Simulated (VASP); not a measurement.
A run of VASP 6.6.1 is set up as follows.

File INCAR:

```
PREC = Accurate
ENCUT = 600
EDIFF = 1E-7
ISMEAR = -1
SIGMA = 0.05
LREAL = F
LASPH = T
NELM = 80
ALGO = Normal
ISIF = 3
LWAVE = F
LCHARG = F
GGA = B5
ALDAX = 1.0
AGGAX = 1.0
AGGAC = 1.0
ALDAC = 0.0
IBRION = 2
NSW = 60
EDIFFG = -0.01
```

The input KPOINTS:

```
regular mesh
0
Gamma
  10 10 10
```

POSCAR

```
Hf
1.0
    0.0000000000      2.2200000000      2.2200000000
    2.2200000000      0.0000000000      2.2200000000
    2.2200000000      2.2200000000      0.0000000000
Hf
1
Direct
    0.0000000000      0.0000000000      0.0000000000
```

Potentials or basis: VASP PAW PBE potentials, release 64 (Hf_pv).

Command:

```sh
$ cat potpaw_PBE.64/Hf_pv/POTCAR > POTCAR
$ mpirun -np 1 vasp_std > vasp.out
```

Task: What does it give for the relaxed volume?

Result: 23.11 Å³/atom.

Task: Predict the band gap on the k mesh.

Result: Zero (band 5 reaches 6.32 eV, above the bottom of band 6 at 4.66 eV).

Final structure:
```
CELL_PARAMETERS angstrom
0.00000 2.26091 2.26091
2.26091 0.00000 2.26091
2.26091 2.26091 0.00000
ATOMIC_POSITIONS crystal
Hf 0.00000 0.00000 0.00000
```

Caveat: the PAW data sets were made with another functional, which shifts forces and pressure a little; spin-orbit coupling is left out, which moves the levels of the heavy elements. Zero-point motion and thermal expansion aren't in these numbers.
